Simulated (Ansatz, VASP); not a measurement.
One calculation of Ta2GaN3, two programs

```
Ta Ga N
1.0
     5.54215    0.00000    0.00000
    -2.77108    4.79965    0.00000
     0.00000    0.00000    3.05154
Ta Ga N
2 1 3
Direct
  0.33333 0.66667 0.00000
  0.66667 0.33333 0.00000
  0.00000 0.00000 0.00000
  0.50000 0.00000 0.50000
  0.50000 0.50000 0.50000
  0.00000 0.50000 0.50000
```

Change from the starting cell: species swapped into the YbB2Ru3 type (P6/mmm, No. 191).

Alike in both runs: task relaxation of cell and atoms; functional PBE; k mesh 6 × 6 × 6; occupations gaussian, width 0.1 eV; no spin polarisation.

|  | VASP | Ansatz |
| --- | --- | --- |
| version | VASP 6.6.1 | Ansatz 0.2.0 |
| potentials or method | VASP PAW PBE potentials, release 64 (Ta_pv, Ga_d, N), cutoff 600 eV | scalar-relativistic, plane waves, PAW |
| valence electrons in the cell | 50 | 54 |

Ansatz gave:

| Property | Result |
| --- | --- |
| gap on the k mesh at the Fermi level, each at its own relaxed structure (eV) | none |
| relaxed volume (Å³/atom) | 12.41 |
| relaxed cell length with the largest relative difference (Å) | 2.829 |

Question: Which values does VASP return?

Answer: gap on the k mesh at the Fermi level, each at its own relaxed structure (eV): none; relaxed volume (Å³/atom): 12.44; relaxed cell length with the largest relative difference (Å): 2.831.

A gap of «none» marks a metal or a gap that the smearing closes. VASP's potentials hold 50 valence electrons a cell and Ansatz's 54, so a difference there can come from the potentials and not from the codes.

Neither program's run includes spin-orbit coupling.
